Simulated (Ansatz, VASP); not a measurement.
## AlN: VASP beside Ansatz

The input INCAR:

```
PREC = Accurate
ENCUT = 520
EDIFF = 1E-7
ISMEAR = -1
SIGMA = 0.1
LREAL = F
LASPH = T
NELM = 60
ALGO = Normal
ISIF = 2
LWAVE = F
LCHARG = F
GGA = PE
NBANDS = 11
```

KPOINTS

```
Automatic mesh
0
Gamma
  15 15 15
```

File POSCAR:

```
AlN
1.0
    2.3432944903      0.0000000000      0.0000000000
    0.0000000000      2.3432944903      0.0000000000
    0.0000000000      0.0000000000      2.3432944903
Al N
1 1
Direct
    0.0000000000      0.0000000000      0.0000000000
    0.5000000000      0.5000000000      0.5000000000
```

Input for Ansatz:

```yaml
crystal:
  lattice:
    - [2.3432944903, 0.0, 0.0]
    - [0.0, 2.3432944903, 0.0]
    - [0.0, 0.0, 2.3432944903]
  atoms:
    - { symbol: Al, position: [0.0, 0.0, 0.0] }
    - { symbol: "N", position: [0.5, 0.5, 0.5] }
kpoints:
  mp_grid: { grid: [15, 15, 15] }
scf:
  occupations: { method: fermi_dirac, width: 0.1 }
hamiltonian:
  xc: pbe
  pseudopotentials: { kind: paw }
output:
  forces: true
  stress: true
  eigenvalues: true
  populations: true
```

Change from the starting cell: volume scaled by 0.72, PAW files.

Alike in both runs: task single point; functional PBE; k mesh 15 × 15 × 15; occupations fermi-dirac, width 0.1 eV; no spin polarisation.

|  | VASP | Ansatz |
| --- | --- | --- |
| version | VASP 6.6.1 | Ansatz 0.2.0 |
| potentials or method | VASP PAW PBE potentials, release 64 (Al, N) | PAW with Ansatz's default frozen-core files, scalar-relativistic |
| plane-wave cutoff (eV) | 520 | 420 |
| valence electrons in the cell | 8 | 8 |

|  | VASP | Ansatz | Ansatz less VASP |
| --- | --- | --- | --- |
| pressure (GPa) | 122.4 | 122.4 | +0.06 |

Both programs put the cell under a high pressure, so it lies far from rest at this level.

Noted on VASP's run: the cell as given lies far from equilibrium.
